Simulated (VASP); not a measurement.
# Hf2S (P6_3/mmc) in VASP: notebook

Hf2S is run at these levels: LDA; tasks: single point, relaxation of cell and atoms.

Program: VASP 6.6.1. These are calculated values, not measurements. Logs are shortened: lines on timing, memory, paths and dates and some standing lists are left out, and cuts for length are marked.

### 1 The cell of the first run

It takes space group P6_3/mmc (No. 194, hexagonal). The conventional cell has a = 3.313 Å, b = 3.313 Å, c = 11.606 Å, α = 90.00°, β = 90.00°, γ = 120.00°. Hf (site symmetry 3m) has 3 S at 2.58 Å and 9 Hf at 3.03 to 3.31 Å within 3.4 Å. Within 3.4 Å of S (site symmetry -6m2) lie 6 Hf at 2.58 Å and 6 S at 3.31 Å.

### 2 Single point, LDA

Input file INCAR:

```
  ALGO = Normal
  EDIFF = 1E-7
  ENCUT = 520
  GGA = CA
  ISIF = 2
  ISMEAR = -1
  LASPH = True
  LCHARG = False
  LREAL = False
  LWAVE = False
  NBANDS = 35
  NELM = 80
  PREC = Accurate
  SIGMA = 0.15
```

Input file KPOINTS:

```
k-points
0
Gamma
  12 12 4
```

Input file POSCAR:

```
Hf2S
1.0
    3.3128261887      0.0000000000      0.0000000000
   -1.6564130944      2.8689916377      0.0000000000
    0.0000000000      0.0000000000     11.6063249004
Hf S
4 2
Direct
    0.6666666667      0.3333333333      0.8988305115
    0.3333333333      0.6666666667      0.3988305115
    0.6666666667      0.3333333333      0.6011694885
    0.3333333333      0.6666666667      0.1011694885
    0.0000000000      0.0000000000      0.7500000000
    0.0000000000      0.0000000000      0.2500000000
```

Potentials or basis: VASP PAW LDA potentials, release 64 (Hf_pv, S).

The run is started by

```console
cat potpaw_LDA.64/Hf_pv/POTCAR potpaw_LDA.64/S/POTCAR > POTCAR
mpirun -np 1 vasp_std > vasp.out
```

OUTCAR:

```text
EDIFF = 1E-7
   ENCUT = 520
   GGA = CA
   ISIF = 2
   ISMEAR = -1
   LASPH = True
   LREAL = False
   NELM = 80
   PREC = Accurate

 ion  position               nearest neighbor table
   1  0.667  0.333  0.899-   5 2.58   5 2.58   5 2.58   4 3.03   4 3.03   4 3.03   3 3.45
   2  0.333  0.667  0.399-   6 2.58   6 2.58   6 2.58   3 3.03   3 3.03   3 3.03   4 3.45
   3  0.667  0.333  0.601-   5 2.58   5 2.58   5 2.58   2 3.03   2 3.03   2 3.03   1 3.45
   4  0.333  0.667  0.101-   6 2.58   6 2.58   6 2.58   1 3.03   1 3.03   1 3.03   2 3.45
   5  0.000  0.000  0.750-   1 2.58   3 2.58   1 2.58   3 2.58   1 2.58   3 2.58
   6  0.000  0.000  0.250-   2 2.58   4 2.58   2 2.58   4 2.58   2 2.58   4 2.58

  LATTYP: Found a hexagonal cell.
 ALAT       =     3.3128261887
 C/A-ratio  =     3.5034512043

  Lattice vectors:

 A1 = (   3.3128261887,   0.0000000000,   0.0000000000)
 A2 = (  -1.6564130944,   2.8689916377,   0.0000000000)
 A3 = (   0.0000000000,   0.0000000000,  11.6063249004)

Analysis of symmetry for initial positions (statically):
=====================================================================
 Subroutine PRICEL returns:
 Original cell was already a primitive cell.

 Routine SETGRP: Setting up the symmetry group for a
 hexagonal supercell.

 Subroutine GETGRP returns: Found 24 space group operations
 (whereof 12 operations were pure point group operations)
 out of a pool of 24 trial point group operations.

The static configuration has the point symmetry D_3d.
 The point group associated with its full space group is D_6h.

Analysis of symmetry for dynamics (positions and initial velocities):
=====================================================================
 Subroutine PRICEL returns:
 Original cell was already a primitive cell.

 Routine SETGRP: Setting up the symmetry group for a
 hexagonal supercell.

 Subroutine GETGRP returns: Found 24 space group operations
 (whereof 12 operations were pure point group operations)
 out of a pool of 24 trial point group operations.

The dynamic configuration has the point symmetry D_3d.
 The point group associated with its full space group is D_6h.

 Subroutine INISYM returns: Found 24 space group operations
 (whereof 12 operations are pure point group operations),
 and found     1 'primitive' translations

----------------------------------------------------------------------------------------

                                     Primitive cell

  volume of cell :     110.3120

  direct lattice vectors                    reciprocal lattice vectors
     3.312826189  0.000000000  0.000000000     0.301857068  0.174277259  0.000000000
    -1.656413094  2.868991638  0.000000000     0.000000000  0.348554519  0.000000000
     0.000000000  0.000000000 11.606324900     0.000000000  0.000000000  0.086159918

  length of vectors
     3.312826189  3.312826189 11.606324900     0.348554519  0.348554519  0.086159918

  position of ions in fractional coordinates (direct lattice)
     0.666666667  0.333333333  0.898830512
     0.333333333  0.666666667  0.398830512
     0.666666667  0.333333333  0.601169488
     0.333333333  0.666666667  0.101169488
     0.000000000  0.000000000  0.750000000
     0.000000000  0.000000000  0.250000000

  ion indices of the primitive-cell ions
   primitive index   ion index
                 1           1
                 2           2
                 3           3
                 4           4
                 5           5
                 6           6

----------------------------------------------------------------------------------------

 KPOINTS: k-points

Automatic generation of k-mesh.
 Grid dimensions read from file:
 generate k-points for:   12   12    4

 Generating k-lattice:

  Cartesian coordinates                     Fractional coordinates (reciprocal lattice)
     0.025154756  0.014523105  0.000000000     0.083333333  0.000000000  0.000000000
     0.000000000  0.029046210  0.000000000     0.000000000  0.083333333  0.000000000
     0.000000000  0.000000000  0.021539979     0.000000000  0.000000000  0.250000000

  Length of vectors
     0.029046210  0.029046210  0.021539979

  Shift w.r.t. Gamma in fractional coordinates (k-lattice)
     0.000000000  0.000000000  0.000000000

 Subroutine IBZKPT returns following result:
 ===========================================

 Found     57 irreducible k-points:

 Following reciprocal coordinates:
            Coordinates               Weight
  0.000000  0.000000  0.000000      1.000000
  0.083333  0.000000  0.000000      6.000000
  0.166667  0.000000  0.000000      6.000000
  0.250000  0.000000  0.000000      6.000000
  0.333333  0.000000  0.000000      6.000000
  0.416667 -0.000000  0.000000      6.000000
[... 16 lines left out ...]
  0.250000  0.000000  0.250000     12.000000
  0.333333  0.000000  0.250000     12.000000
 [... further k-points ...]
   k-points           NKPTS =     57   k-points in BZ     NKDIM =     57   number of bands    NBANDS=     35
   number of dos      NEDOS =    301   number of ions     NIONS =      6
   total plane-waves  NPLWV =  70560
   dimension x,y,z NGX =    28 NGY =   28 NGZ =   90
   dimension x,y,z NGXF=    56 NGYF=   56 NGZF=  180
   ions per type =               4   2
   NGX,Y,Z   is equivalent  to a cutoff of  14.05, 14.05, 12.89 a.u.
   NGXF,Y,Z  is equivalent  to a cutoff of  28.10, 28.10, 25.78 a.u.
 SYSTEM =  unknown system
   PREC   = accura    normal or accurate (medium, high low for compatibility)
   ISTART =      0    job   : 0-new  1-cont  2-samecut
   ICHARG =      2    charge: 1-file 2-atom 10-const
   ISPIN  =      1    spin polarized calculation?
   LNONCOLLINEAR =      F non collinear calculations
   LSORBIT =      F    spin-orbit coupling
   LASPH  =      T    aspherical Exc in radial PAW
   ENCUT  =  520.0 eV  38.22 Ry    6.18 a.u.   6.16  6.16 21.58*2*pi/ulx,y,z
   NELM   =     80;   NELMIN=  2; NELMDL= -5     # of ELM steps
   EDIFF  = 0.1E-06   stopping-criterion for ELM
   LREAL  =      F    real-space projection
   EDIFFG = 0.1E-05   stopping-criterion for IOM
   NSW    =      0    number of steps for IOM
   IBRION =     -1    ionic relax: 0-MD 1-quasi-New 2-CG
   NFREE  =      0    steps in history (QN), initial steepest desc. (CG)
   ISIF   =      2    stress and relaxation
   ISYM   =      2    0-nonsym 1-usesym 2-fastsym
   POTIM  = 0.5000    time-step for ionic-motion
   TEBEG  =    0.0;   TEEND  =   0.0 temperature during run
   PSTRESS=    0.0 pullay stress
   NELECT =      52.0000    total number of electrons
   NUPDOWN=      -1.0000    fix difference up-down
   EMIN   =  10.00;   EMAX   =-10.00  energy-range for DOS
   EFERMI =   0.00;   METHOD = LEGACY
   ISMEAR =    -1;   SIGMA  =   0.15  broadening in eV -4-tet -1-fermi 0-gaus
   EFERMI_NEDOS =   21; number of points for ismear=-14 and -15
   IALGO  =     38    algorithm
   IMIX   =      4    mixing-type and parameters
     AMIX     =   0.40;   BMIX     =  1.00
     AMIX_MAG =   1.60;   BMIX_MAG =  1.00
  volume/ion in A,a.u.               =      18.39       124.07
  Fermi-wavevector in a.u.,A,eV,Ry     =   1.274095  2.407690 22.086575  1.623317
  Thomas-Fermi vector in A             =   2.406882
   LORBIT       =      0    0 simple, 1 ext, 2 COOP (PROOUT), +10 PAW based schemes
   GGA     = CA    functional components
   LHFCALC =     F    Hartree Fock is set to
   AEXX    =    0.0000 exact exchange contribution
   IVDW    =     0    specifies the selected vdW correction
   LEPSILON=     F    determine dielectric tensor
   LRPA    =     F    only Hartree local field effects (RPA)
 non-spin polarized calculation
  energy-cutoff  :      520.00
  volume of cell :      110.31
 maximum number of plane-waves:      3012
 NGX is ok and might be reduce to    28
   NGX = 13   NGY = 13   NGZ = 43

 number of electron      52.0000002 magnetization

 Free energy of the ion-electron system (eV)
  ---------------------------------------------------
  ext. energy  EPLUGINS =         0.00000000
  ---------------------------------------------------
  free energy    TOTEN  =       -59.08242462 eV

  energy without entropy =      -58.87809009  energy(sigma->0) =      -58.98025736

 E-fermi :   6.5874     XC(G=0): -11.7988

 val. band max:        6.5847461925   @ k =   0.1667   0.0000   0.0000
 cond. band min:       6.5932104887   @ k =   0.3333   0.0000   0.2500
 fundamental gap:      0.0084642962
 Fermi energy:         6.5873731319

 k-point     1 :       0.0000    0.0000    0.0000
  band No.  band energies     occupation
      1     -24.3913      2.00000
      2     -24.2443      2.00000
      3     -23.8843      2.00000
      4     -23.7564      2.00000
      5     -23.7564      2.00000
      6     -23.7449      2.00000
[... 27 lines left out ...]
     34       9.2324      0.00000
     35       9.6755      0.00000

 k-point     2 :       0.0833    0.0000    0.0000
  band No.  band energies     occupation
      1     -24.3791      2.00000
      2     -24.2352      2.00000
      3     -23.9115      2.00000
      4     -23.8054      2.00000
      5     -23.7661      2.00000
      6     -23.7604      2.00000
[... 27 lines left out ...]
     34       9.2903      0.00000
     35       9.3871      0.00000

 k-point     3 :       0.1667    0.0000    0.0000
  band No.  band energies     occupation
      1     -24.3461      2.00000
      2     -24.2116      2.00000
      3     -23.9851      2.00000
      4     -23.9049      2.00000
      5     -23.7918      2.00000
      6     -23.7840      2.00000
[... 27 lines left out ...]
     34       9.2829      0.00000
     35       9.3550      0.00000
[... 723 lines left out ...]
 k-point    23 :       0.2500    0.0000    0.2500
  band No.  band energies     occupation
      1     -24.2912      2.00000
      2     -24.2114      2.00000
      3     -24.0696      2.00000
      4     -24.0275      2.00000
      5     -23.8631      2.00000
      6     -23.8317      2.00000
[... 27 lines left out ...]
     34       9.5181      0.00000
     35       9.6891      0.00000

 k-point    24 :       0.3333    0.0000    0.2500
  band No.  band energies     occupation
      1     -24.2655      2.00000
      2     -24.2063      2.00000
      3     -24.1677      2.00000
      4     -24.1346      2.00000
      5     -23.9324      2.00000
      6     -23.8877      2.00000
[... 27 lines left out ...]
     34       9.8412      0.00000
     35      10.2806      0.00000

 [... further k-points ...]
[... 5 lines left out ...]
  --------------------------------------------------------------------------------------
  -------------------------------------------------------------------------------------
  Total       -0.0043810     -0.0043810      0.0815213      0.0000000     -0.0000000      0.0000000
  in kB       -0.0636299     -0.0636299      1.1840201      0.0000000     -0.0000000      0.0000000
  external PRESSURE =       0.3522534 kB  Pullay stress =       0.0000000 kB

 VOLUME and BASIS-vectors are now :
 -----------------------------------------------------------------------------
  energy-cutoff  :      520.00
  volume of cell :      110.31
      direct lattice vectors                 reciprocal lattice vectors
     3.312826189  0.000000000  0.000000000     0.301857068  0.174277259  0.000000000
    -1.656413094  2.868991638  0.000000000     0.000000000  0.348554519  0.000000000
     0.000000000  0.000000000 11.606324900     0.000000000  0.000000000  0.086159918

 POSITION                                       TOTAL-FORCE (eV/Angst)
 -----------------------------------------------------------------------------------
      1.65641      0.95633     10.43212         0.000000     -0.000000     -0.032488
     -0.00000      1.91266      4.62896         0.000000      0.000000     -0.032488
      1.65641      0.95633      6.97737         0.000000     -0.000000      0.032488
     -0.00000      1.91266      1.17421         0.000000      0.000000      0.032488
      0.00000      0.00000      8.70474        -0.000000      0.000000      0.000000
      0.00000      0.00000      2.90158        -0.000000      0.000000      0.000000
 -----------------------------------------------------------------------------------
    total drift:                                0.000000      0.000000      0.000000

  FREE ENERGIE OF THE ION-ELECTRON SYSTEM (eV)
  ---------------------------------------------------
  free  energy   TOTEN  =       -59.0824246177 eV

  energy  without entropy=      -58.8780900948  energy(sigma->0) =      -58.98025736
```

Run time: 5.1 min. Hardware: 1 thread of Intel Xeon 6975P-C, shared host; peak memory 0.32 GiB.

Results:

- Free energy: -59.0824 eV
- Pressure: 0.0 GPa
- Largest force: 0.032 eV/Å
- Band gap on the k mesh: zero (band 26 reaches 7.11 eV, above the bottom of band 27 at 6.12 eV)

Forces in eV/Å, atoms in the order of the input:
```
Hf   0.000  0.000 -0.032
Hf   0.000  0.000 -0.032
Hf   0.000  0.000  0.032
Hf   0.000  0.000  0.032
S    0.000  0.000  0.000
S    0.000  0.000  0.000
```

Caveat: spin-orbit coupling is left out, which moves the levels of the heavy elements.

### 3 Single point, LDA (volume scaled by 1.02, then relaxed in part)

Input file INCAR:

```
SYSTEM = Hf2S
PREC = Accurate ; ENCUT = 520
EDIFF = 1E-6 ; ISMEAR = -1
SIGMA = 0.15 ; LREAL = .False.
LASPH = .True. ; NELM = 80
ALGO = Normal ; ISIF = 2
LWAVE = .False. ; LCHARG = .True.
LELF = .True. ; LVHAR = .True.
NBANDS = 35
```

Input file KPOINTS:

```
Automatic mesh
0
Gamma
  12 12 4
  0 0 0
```

Input file POSCAR:

```
Hf2S
1.0
    3.3388567250      0.0000000000      0.0000000000
   -1.6694283625      2.8915347435      0.0000000000
    0.0000000000      0.0000000000     11.6545800831
Hf S
4 2
Direct
    0.6666666667      0.3333333333      0.8987107788
    0.3333333333      0.6666666667      0.3987107788
    0.6666666667      0.3333333333      0.6012892212
    0.3333333333      0.6666666667      0.1012892212
    0.0000000000      0.0000000000      0.7500000000
    0.0000000000      0.0000000000      0.2500000000
```

Potentials or basis: VASP PAW LDA potentials, release 64 (Hf_pv, S).

The run is started by

```console
cat potpaw_LDA.64/Hf_pv/POTCAR potpaw_LDA.64/S/POTCAR > POTCAR
mpirun -np 1 vasp_std > vasp.out
```

Run time: 4.5 min. Hardware: 1 thread of Intel Xeon 6975P-C, shared host; peak memory 0.32 GiB.

Results (log left out):

| Item | Value |
| --- | --- |
| Free energy | -59.0635 eV |
| Pressure | -2.8 GPa |
| Largest force | 0.032 eV/Å |
| Band gap on the k mesh | zero (band 26 reaches 6.93 eV, above the bottom of band 27 at 5.95 eV) |

Forces on the atoms (eV/Å):
```
Hf   0.000  0.000 -0.032
Hf   0.000  0.000 -0.032
Hf   0.000  0.000  0.032
Hf   0.000  0.000  0.032
S    0.000  0.000  0.000
S    0.000  0.000  0.000
```

Stress tensor (GPa, compression positive):
```
-2.84  0.00  0.00
 0.00 -2.84  0.00
 0.00  0.00 -2.74
```

Levels at points of the mesh, in eV from the Fermi level:
```
           k point  band 24  band 25  band 26  band 27  band 28  band 29
(0.00, 0.00, 0.00)    -0.08     0.00     0.50     0.50     0.59     0.59
(0.50, 0.00, 0.00)    -1.23    -1.07    -0.60    -0.48     0.91     1.04
(0.00, 0.00, 0.50)    -1.07     0.43     0.43     0.43     0.43     1.46
(0.50, 0.00, 0.50)    -1.69    -0.83    -0.83     0.36     0.36     1.50
```

Caveat: spin-orbit coupling is left out, which moves the levels of the heavy elements.

[end of part 1 of 3]
